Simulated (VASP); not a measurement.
# WC (WC type) (P-6m2) in VASP: notebook

Runs on WC (WC type). Level: PBE. Tasks: single point.

All numbers are computed with VASP 6.6.1; they aren't measurements. Logs are shortened: lines on timing, memory, paths and dates and some standing lists are left out, and cuts for length are marked.

### 1 The cell of the first run

Symmetry: P-6m2, No. 187, hexagonal system. Conventional cell: a = 2.574 Å, b = 2.574 Å, c = 2.575 Å, α = 90.00°, β = 90.00°, γ = 120.00°. W (site symmetry -6m2) has 6 C at 1.97 Å and 8 W at 2.57 to 2.58 Å within 2.6 Å. Within 2.6 Å of C (site symmetry -6m2) lie 6 W at 1.97 Å and 8 C at 2.57 to 2.58 Å.

### 2 Single point, PBE

INCAR

```
ALGO = Normal
EDIFF = 1E-6
ENCUT = 520
GGA = PE
ISIF = 2
ISMEAR = -1
LASPH = T
LCHARG = F
LREAL = F
LWAVE = F
NBANDS = 16
NELM = 80
PREC = Accurate
SIGMA = 0.08
```

KPOINTS

```
k-points
0
Gamma
  17 17 15
```

POSCAR

```
WC
1.0
    2.5743089750      0.0000000000      0.0000000000
   -1.2871544875      2.2294169695      0.0000000000
    0.0000000000      0.0000000000      2.5754811571
W C
1 1
Direct
    0.0000000000      0.0000000000      0.0000000000
    0.3333333333      0.6666666667      0.5000000000
```

Potentials or basis: VASP PAW PBE potentials, release 64 (W_sv, C).

Started as:

```sh
> cat potpaw_PBE.64/W_sv/POTCAR potpaw_PBE.64/C/POTCAR > POTCAR
> mpirun -np 1 vasp_std > vasp.out
```

OUTCAR:

```text
EDIFF = 1E-6
   ENCUT = 520
   GGA = PE
   ISIF = 2
   ISMEAR = -1
   LASPH = T
   LREAL = F
   NELM = 80
   PREC = Accurate

 ion  position               nearest neighbor table
   1  0.000  0.000  0.000-   2 1.97   2 1.97   2 1.97   2 1.97   2 1.97   2 1.97
   2  0.333  0.667  0.500-   1 1.97   1 1.97   1 1.97   1 1.97   1 1.97   1 1.97

  LATTYP: Found a hexagonal cell.
 ALAT       =     2.5743089750
 C/A-ratio  =     1.0004553385

  Lattice vectors:

 A1 = (   2.5743089750,   0.0000000000,   0.0000000000)
 A2 = (  -1.2871544875,   2.2294169695,   0.0000000000)
 A3 = (   0.0000000000,   0.0000000000,   2.5754811571)

Analysis of symmetry for initial positions (statically):
=====================================================================
 Subroutine PRICEL returns:
 Original cell was already a primitive cell.

 Routine SETGRP: Setting up the symmetry group for a
 hexagonal supercell.

 Subroutine GETGRP returns: Found 12 space group operations
 (whereof 12 operations were pure point group operations)
 out of a pool of 24 trial point group operations.

The static configuration has the point symmetry D_3h.

Analysis of symmetry for dynamics (positions and initial velocities):
=====================================================================
 Subroutine PRICEL returns:
 Original cell was already a primitive cell.

 Routine SETGRP: Setting up the symmetry group for a
 hexagonal supercell.

 Subroutine GETGRP returns: Found 12 space group operations
 (whereof 12 operations were pure point group operations)
 out of a pool of 24 trial point group operations.

The dynamic configuration has the point symmetry D_3h.

 Subroutine INISYM returns: Found 12 space group operations
 (whereof 12 operations are pure point group operations),
 and found     1 'primitive' translations

----------------------------------------------------------------------------------------

                                     Primitive cell

  volume of cell :      14.7812

  direct lattice vectors                    reciprocal lattice vectors
[... 80 lines left out ...]
   ICHARG =      2    charge: 1-file 2-atom 10-const
   ISPIN  =      1    spin polarized calculation?
   LNONCOLLINEAR =      F non collinear calculations
   LSORBIT =      F    spin-orbit coupling
   LASPH  =      T    aspherical Exc in radial PAW
   ENCUT  =  520.0 eV  38.22 Ry    6.18 a.u.   4.79  4.79  4.79*2*pi/ulx,y,z
   NELM   =     80;   NELMIN=  2; NELMDL= -5     # of ELM steps
   EDIFF  = 0.1E-05   stopping-criterion for ELM
   LREAL  =      F    real-space projection
   EDIFFG = 0.1E-04   stopping-criterion for IOM
   NSW    =      0    number of steps for IOM
   IBRION =     -1    ionic relax: 0-MD 1-quasi-New 2-CG
   NFREE  =      0    steps in history (QN), initial steepest desc. (CG)
   ISIF   =      2    stress and relaxation
   ISYM   =      2    0-nonsym 1-usesym 2-fastsym
   POTIM  = 0.5000    time-step for ionic-motion
   TEBEG  =    0.0;   TEEND  =   0.0 temperature during run
   PSTRESS=    0.0 pullay stress
   NELECT =      18.0000    total number of electrons
   NUPDOWN=      -1.0000    fix difference up-down
   EMIN   =  10.00;   EMAX   =-10.00  energy-range for DOS
   EFERMI =   0.00;   METHOD = LEGACY
   ISMEAR =    -1;   SIGMA  =   0.08  broadening in eV -4-tet -1-fermi 0-gaus
   EFERMI_NEDOS =   21; number of points for ismear=-14 and -15
   IALGO  =     38    algorithm
   IMIX   =      4    mixing-type and parameters
     AMIX     =   0.40;   BMIX     =  1.00
     AMIX_MAG =   1.60;   BMIX_MAG =  1.00
  volume/ion in A,a.u.               =       7.39        49.87
  Fermi-wavevector in a.u.,A,eV,Ry     =   1.748218  3.303653 41.583018  3.056266
  Thomas-Fermi vector in A             =   2.819367
   LORBIT       =      0    0 simple, 1 ext, 2 COOP (PROOUT), +10 PAW based schemes
   GGA     = PE    functional components
   LHFCALC =     F    Hartree Fock is set to
   AEXX    =    0.0000 exact exchange contribution
   IVDW    =     0    specifies the selected vdW correction
   LEPSILON=     F    determine dielectric tensor
   LRPA    =     F    only Hartree local field effects (RPA)
 non-spin polarized calculation
  energy-cutoff  :      520.00
  volume of cell :       14.78
 maximum number of plane-waves:       406
 NGX is ok and might be reduce to    20
   NGX =  9   NGY =  9   NGZ =  9

 number of electron      18.0000004 magnetization

 Free energy of the ion-electron system (eV)
  ---------------------------------------------------
  ext. energy  EPLUGINS =         0.00000000
  ---------------------------------------------------
  free energy    TOTEN  =       -18.27545834 eV

  energy without entropy =      -18.27089079  energy(sigma->0) =      -18.27317456

 E-fermi :  16.8934     XC(G=0): -15.7924

 val. band max:       16.8420229804   @ k =   0.3529   0.2941   0.0000
 cond. band min:      16.9306513620   @ k =   0.0000   0.0000   0.2000
 fundamental gap:      0.0886283816
 Fermi energy:        16.8933538545

 k-point     1 :       0.0000    0.0000    0.0000
  band No.  band energies     occupation
      1     -56.8959      2.00000
      2     -20.8804      2.00000
      3     -20.3371      2.00000
      4     -20.3371      2.00000
      5      -0.4603      2.00000
      6       9.8685      2.00000
[... 433 lines left out ...]
      3     -20.9485      2.00000
      4     -20.5907      2.00000
      5       2.6210      2.00000
      6       8.6659      2.00000
[... 8 lines left out ...]
     15      34.3098      0.00000
     16      38.0595      0.00000

 [... further k-points ...]

------------------------ aborting loop because EDIFF is reached ----------------------------------------

  FORCE on cell =-STRESS in cart. coord.  units (eV):
  Direction    XX          YY          ZZ          XY          YZ          ZX
  --------------------------------------------------------------------------------------
  -------------------------------------------------------------------------------------
  Total       26.3830009     26.3830009     26.4413621      0.0000000     -0.0000000      0.0000000
  in kB     2859.7260027   2859.7260026   2866.0519342      0.0000000     -0.0000000      0.0000000
  external PRESSURE =    2861.8346465 kB  Pullay stress =       0.0000000 kB

 VOLUME and BASIS-vectors are now :
 -----------------------------------------------------------------------------
  energy-cutoff  :      520.00
  volume of cell :       14.78
      direct lattice vectors                 reciprocal lattice vectors
     2.574308975  0.000000000  0.000000000     0.388453760  0.224273883  0.000000000
    -1.287154488  2.229416969  0.000000000     0.000000000  0.448547765  0.000000000
     0.000000000  0.000000000  2.575481157     0.000000000  0.000000000  0.388276962

 POSITION                                       TOTAL-FORCE (eV/Angst)
 -----------------------------------------------------------------------------------
      0.00000      0.00000      0.00000        -0.000000      0.000000      0.000000
     -0.00000      1.48628      1.28774         0.000000      0.000000      0.000000
 -----------------------------------------------------------------------------------
    total drift:                               -0.000000      0.000000      0.000000

  FREE ENERGIE OF THE ION-ELECTRON SYSTEM (eV)
  ---------------------------------------------------
  free  energy   TOTEN  =       -18.2754583391 eV

  energy  without entropy=      -18.2708907850  energy(sigma->0) =      -18.27317456
```

Run time: 20 s. Hardware: 1 thread of Intel Xeon 6975P-C (Granite Rapids), shared host; peak memory 0.17 GiB.

What came out:

```
Free energy            : -18.2755 eV
Pressure               : 286.2 GPa
Band gap on the k mesh : zero (band 9 reaches 18.06 eV, above the bottom of band 10 at 15.44 eV)
```

Stress tensor (GPa, compression positive):
```
285.97   0.00   0.00
  0.00 285.97   0.00
  0.00   0.00 286.61
```

Caveat: spin-orbit coupling is left out, which moves the levels of the heavy elements.

### 3 Single point, PBE

INCAR

```
PREC     = Accurate       # precision mode
ENCUT    = 520            # plane-wave cutoff, eV
EDIFF    = 1E-6           # SCF threshold, eV
ISMEAR   = -1             # smearing method
SIGMA    = 0.08           # smearing width, eV
LREAL    = F              # projectors in reciprocal space
LASPH    = T              # aspherical terms in the spheres
NELM     = 60             # most SCF steps
ALGO     = Normal         # electronic algorithm
ISIF     = 2              # what is computed and relaxed
LWAVE    = F              # write WAVECAR
LCHARG   = T              # write CHGCAR
GGA      = PE             # functional
LELF     = T              # ELF
LVHAR    = T            
NBANDS   = 16             # bands
```

KPOINTS

```
regular mesh
0
Gamma
  17 17 15
```

POSCAR

```
WC
1.0
    2.5732029400      0.0000000000      0.0000000000
   -1.2866014700      2.2284591152      0.0000000000
    0.0000000000      0.0000000000      2.5747244721
W C
1 1
Direct
    0.0000000000      0.0000000000      0.0000000000
    0.3333333333      0.6666666667      0.5000000000
```

Potentials or basis: VASP PAW PBE potentials, release 64 (W_sv, C).

Started as:

```sh
> cat potpaw_PBE.64/W_sv/POTCAR potpaw_PBE.64/C/POTCAR > POTCAR
> mpirun -np 1 vasp_std > vasp.out
```

OUTCAR:

```text
PREC = Accurate
   ENCUT = 520
   EDIFF = 1E-6
   ISMEAR = -1
   LREAL = F
   LASPH = T
   NELM = 60
   ISIF = 2
   GGA = PE

 ion  position               nearest neighbor table
   1  0.000  0.000  0.000-   2 1.97   2 1.97   2 1.97   2 1.97   2 1.97   2 1.97
   2  0.333  0.667  0.500-   1 1.97   1 1.97   1 1.97   1 1.97   1 1.97   1 1.97

  LATTYP: Found a hexagonal cell.
 ALAT       =     2.5732029400
 C/A-ratio  =     1.0005912989

  Lattice vectors:

[... 642 lines left out ...]

------------------------ aborting loop because EDIFF is reached ----------------------------------------

  FORCE on cell =-STRESS in cart. coord.  units (eV):
  Direction    XX          YY          ZZ          XY          YZ          ZX
  --------------------------------------------------------------------------------------
  -------------------------------------------------------------------------------------
  Total       26.5014374     26.5014374     26.5528997      0.0000000      0.0000000     -0.0000000
  in kB     2875.8785488   2875.8785489   2881.4631317      0.0000000      0.0000000     -0.0000000
  external PRESSURE =    2877.7400765 kB  Pullay stress =       0.0000000 kB

 VOLUME and BASIS-vectors are now :
 -----------------------------------------------------------------------------
  energy-cutoff  :      520.00
  volume of cell :       14.76
      direct lattice vectors                 reciprocal lattice vectors
     2.573202940  0.000000000  0.000000000     0.388620728  0.224370282  0.000000000
    -1.286601470  2.228459115  0.000000000     0.000000000  0.448740564  0.000000000
     0.000000000  0.000000000  2.574724472     0.000000000  0.000000000  0.388391073

 POSITION                                       TOTAL-FORCE (eV/Angst)
 -----------------------------------------------------------------------------------
      0.00000      0.00000      0.00000         0.000000      0.000000      0.000000
     -0.00000      1.48564      1.28736        -0.000000      0.000000      0.000000
 -----------------------------------------------------------------------------------
    total drift:                               -0.000000      0.000000      0.000000

  FREE ENERGIE OF THE ION-ELECTRON SYSTEM (eV)
  ---------------------------------------------------
  free  energy   TOTEN  =       -18.2449283442 eV

  energy  without entropy=      -18.2403844697  energy(sigma->0) =      -18.24265641
```

OSZICAR:

```text
N       E                     dE             d eps       ncg     rms          rms(c)
DAV:   1     0.110065294225E+03    0.11007E+03   -0.93932E+03  8520   0.132E+03
DAV:   2    -0.187401752791E+02   -0.12881E+03   -0.12456E+03  9904   0.347E+02
DAV:   3    -0.214295716963E+02   -0.26894E+01   -0.26837E+01  9440   0.479E+01
DAV:   4    -0.214383044926E+02   -0.87328E-02   -0.87326E-02 10784   0.304E+00
DAV:   5    -0.214383449409E+02   -0.40448E-04   -0.40449E-04  9600   0.192E-01    0.639E+01
DAV:   6    -0.183582603414E+02    0.30801E+01   -0.45594E+00  9608   0.251E+01    0.241E+01
DAV:   7    -0.182746118140E+02    0.83649E-01   -0.39018E-01  9616   0.485E+00    0.110E+01
DAV:   8    -0.182466881584E+02    0.27924E-01   -0.21582E-02  9288   0.160E+00    0.181E+00
DAV:   9    -0.182449322340E+02    0.17559E-02   -0.26377E-03  9952   0.627E-01    0.159E-01
DAV:  10    -0.182449254580E+02    0.67760E-05   -0.12249E-04  9880   0.962E-02    0.311E-02
DAV:  11    -0.182449280400E+02   -0.25820E-05   -0.47214E-06 10080   0.198E-02    0.101E-02
DAV:  12    -0.182449283442E+02   -0.30417E-06   -0.93192E-07  5504   0.109E-02
   1 F= -.18244928E+02 E0= -.18242656E+02  d E =-.454387E-02
```

stdout:

```text
POSCAR found type information on POSCAR W C
 POSCAR found :  2 types and       2 ions
 scaLAPACK will be used
 LDA part: xc-table for (Slater+PW92), standard interpolation
 POSCAR, INCAR and KPOINTS ok, starting setup
 FFT: planning ... GRIDC
 FFT: planning ... GRID_SOFT
 FFT: planning ... GRID
 WAVECAR not read
 entering main loop
```

It took 22 s on 1 thread of Intel Xeon 6975P-C (Granite Rapids), shared host; peak memory 0.17 GiB.

Results:

| Item | Value |
| --- | --- |
| Free energy | -18.2449 eV |
| Pressure | 287.8 GPa |
| Band gap on the k mesh | zero (band 9 reaches 18.09 eV, above the bottom of band 10 at 15.46 eV) |

Caveat: spin-orbit coupling is left out, which moves the levels of the heavy elements.
